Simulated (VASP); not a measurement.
Wanted: the native input for a VASP 6.6.1 run.

| Quantity | Value |
| --- | --- |
| Task | single point |
| Functional | PBEsol |
| Potentials or basis | VASP PAW PBE potentials, release 64 (Au) |
| Cutoff | 500 eV |
| k mesh | 20 × 20 × 20 |
| Occupations | fermi-dirac, width 0.15 eV |
| Spin | no spin polarisation |
| Dipole correction | no |
| Further INCAR settings | ALGO = Normal; EDIFF = 1e-06; NBANDS = 12 |

The structure of Au lies in POSCAR:

```
Au
1.0
    0.0000000000      1.9943825264      1.9943825264
    1.9943825264      0.0000000000      1.9943825264
    1.9943825264      1.9943825264      0.0000000000
Au
1
Direct
    0.0000000000      0.0000000000      0.0000000000
```

The input as run:

INCAR

```
SYSTEM = Au
ALGO = Normal
EDIFF = 1E-6
ENCUT = 500
GGA = PS
GGA_COMPAT = .False.
ISIF = 2
ISMEAR = -1
LASPH = .True.
LCHARG = .False.
LREAL = .False.
LWAVE = .False.
NBANDS = 12
NELM = 120
PREC = Accurate
SIGMA = 0.15
```

KPOINTS

```
k-points
0
Gamma
  20 20 20
  0 0 0
```

Potentials or basis: VASP PAW PBE potentials, release 64 (Au).

Launch:

```console
$ cat potpaw_PBE.64/Au/POTCAR > POTCAR
$ mpirun -np 1 vasp_std > vasp.out
```

It gave:

| Quantity | Value |
| --- | --- |
| Pressure | 14.7 GPa |
| Band gap on the k mesh | zero (an odd number of electrons rules out a gap without spin polarisation) |

Caveat: the cell stands under pressure; the PAW data sets were made with another functional, which shifts forces and pressure a little; spin-orbit coupling is left out, which moves the levels of the heavy elements.

Wall time 54 s on 1 thread of Intel Xeon 8259CL (shared host), peak memory 0.18 GiB.
